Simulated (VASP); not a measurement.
Write the native input for VASP 6.6.1 that does the following.

```yaml
Task: single point
Functional: PBE
Potentials_or_basis: VASP PAW PBE potentials, release 64 (Li_sv, Os)
Cutoff: 520 eV
k_mesh: 12 × 12 × 18
Occupations: gaussian, width 0.1 eV
Spin: no spin polarisation
Dipole_correction: no
Further_INCAR_settings: ALGO = Fast; EDIFF = 1e-07; NBANDS = 16
```

The structure of LiOs2 lies in POSCAR:

```
LiOs2
1.0
    4.4140966246      0.0000000000      0.0000000000
   -2.2070483123      3.8227198117      0.0000000000
    0.0000000000      0.0000000000      2.5519821375
Li Os
1 2
Direct
    0.0000000000      0.0000000000      0.0000000000
    0.3333333333      0.6666666667      0.5000000000
    0.6666666667      0.3333333333      0.5000000000
```

One way to write it, as run:

INCAR

```
PREC = Accurate
ENCUT = 520
EDIFF = 1E-7
ISMEAR = 0
SIGMA = 0.1
LREAL = F
LASPH = T
NELM = 80
ALGO = Fast
ISIF = 2
LWAVE = F
LCHARG = T
GGA = PE
LELF = T
LVHAR = T
NBANDS = 16
```

KPOINTS

```
regular mesh
0
Gamma
  12 12 18
```

Potentials or basis: VASP PAW PBE potentials, release 64 (Li_sv, Os).

Command:

```sh
$ cat potpaw_PBE.64/Li_sv/POTCAR potpaw_PBE.64/Os/POTCAR > POTCAR
$ mpirun -np 1 vasp_std > vasp.out
```

Wall time 5.8 min on 1 thread of Intel Xeon 8259CL, on a shared host, peak memory 0.26 GiB.
